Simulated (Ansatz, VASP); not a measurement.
One calculation of BAs, two programs

Contents of POSCAR:

```
BAs
1.0
    0.0000000000      1.9831357822      1.9831357822
    1.9831357822      0.0000000000      1.9831357822
    1.9831357822      1.9831357822      0.0000000000
B As
1 1
Direct
    0.0000000000      0.0000000000      0.0000000000
    0.5000000000      0.5000000000      0.5000000000
```

File INCAR.step1:

```
SYSTEM = BAs
PREC = Accurate
ENCUT = 520
ISMEAR = -1
SIGMA = 0.05
LREAL = .FALSE.
LASPH = .TRUE.
NELM = 80
NBANDS = 11
GGA = PE
ALGO = Normal
EDIFF = 1E-4
LWAVE = .TRUE.
LCHARG = .FALSE.
```

INCAR.step2

```
SYSTEM = BAs
PREC = Accurate
ENCUT = 520
EDIFF = 1E-6
ISMEAR = -1
SIGMA = 0.05
LREAL = .FALSE.
LASPH = .TRUE.
NELM = 80
ALGO = Normal
ISIF = 2
LWAVE = .FALSE.
LCHARG = .TRUE.
METAGGA = R2SCAN
LMIXTAU = .TRUE.
LELF = .TRUE.
LVHAR = .TRUE.
NBANDS = 11
ISTART = 1
```

The input KPOINTS:

```
regular mesh
0
G
  15 15 15
  0 0 0
```

Input for Ansatz:

```yaml
crystal:
  lattice:
    - [0.0, 1.9831357822, 1.9831357822]
    - [1.9831357822, 0.0, 1.9831357822]
    - [1.9831357822, 1.9831357822, 0.0]
  atoms:
    - { symbol: B, position: [0.0, 0.0, 0.0] }
    - { symbol: As, position: [0.5, 0.5, 0.5] }
kpoints:
  mp_grid: { grid: [15, 15, 15] }
scf:
  occupations: { method: fermi_dirac, width: 0.05 }
hamiltonian:
  xc: r2scan
  pseudopotentials: { kind: paw }
output:
  forces: true
  stress: true
  eigenvalues: true
  populations: true
```

Change from the starting cell: volume scaled by 0.64, PAW files.

Alike in both runs: task single point; functional r2SCAN; k mesh 15 × 15 × 15; occupations fermi-dirac, width 0.05 eV; no spin polarisation.

|  | VASP | Ansatz |
| --- | --- | --- |
| version | VASP 6.6.1 | Ansatz 0.2.0 |
| potentials or method | VASP PAW PBE potentials, release 64 (B, As) | PAW with Ansatz's default frozen-core files, scalar-relativistic |
| plane-wave cutoff (eV) | 520 | 500 |
| valence electrons in the cell | 8 | 18 |

|  | VASP | Ansatz | Ansatz less VASP |
| --- | --- | --- | --- |
| pressure (GPa) | 150.5 | 147.8 | -2.78 |

VASP's potentials were made for PBE, not for r2SCAN. Both programs put the cell under a high pressure, so it lies far from rest at this level. With one functional, cell and mesh, what is left measures potentials, basis and numerics. VASP's potentials hold 8 valence electrons a cell and Ansatz's 18, so a difference there can come from the potentials and not from the codes.

Noted on VASP's run: the cell as given lies far from equilibrium.
